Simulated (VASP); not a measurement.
Input of a VASP 6.6.1 run:

INCAR

```
PREC = Accurate
ENCUT = 520
EDIFF = 1E-6
ISMEAR = -1
SIGMA = 0.1
LREAL = False
LASPH = True
NELM = 80
ALGO = Normal
ISIF = 2
LWAVE = False
LCHARG = False
GGA = RP
NBANDS = 13
```

The input KPOINTS:

```
Automatic mesh
0
Gamma
  13 13 13
```

POSCAR

```
W
1.0
    2.7521054387      0.0000000000      0.0000000000
    0.0000000000      2.7521054387      0.0000000000
    0.0000000000      0.0000000000      2.7521054387
W
1
Direct
    0.0000000000      0.0000000000      0.0000000000
```

Potentials or basis: VASP PAW PBE potentials, release 64 (W_sv).

Run with:

```bash
$ cat potpaw_PBE.64/W_sv/POTCAR > POTCAR
$ mpirun -np 1 vasp_std > vasp.out
```

Estimate the band gap on the k mesh.

zero (band 7 reaches 9.48 eV, above the bottom of band 8 at 7.35 eV).

What does it give for the pressure?

-18.4 GPa.

Caveat: the PAW data sets were made with another functional, which shifts forces and pressure a little; spin-orbit coupling is left out, which moves the levels of the heavy elements.
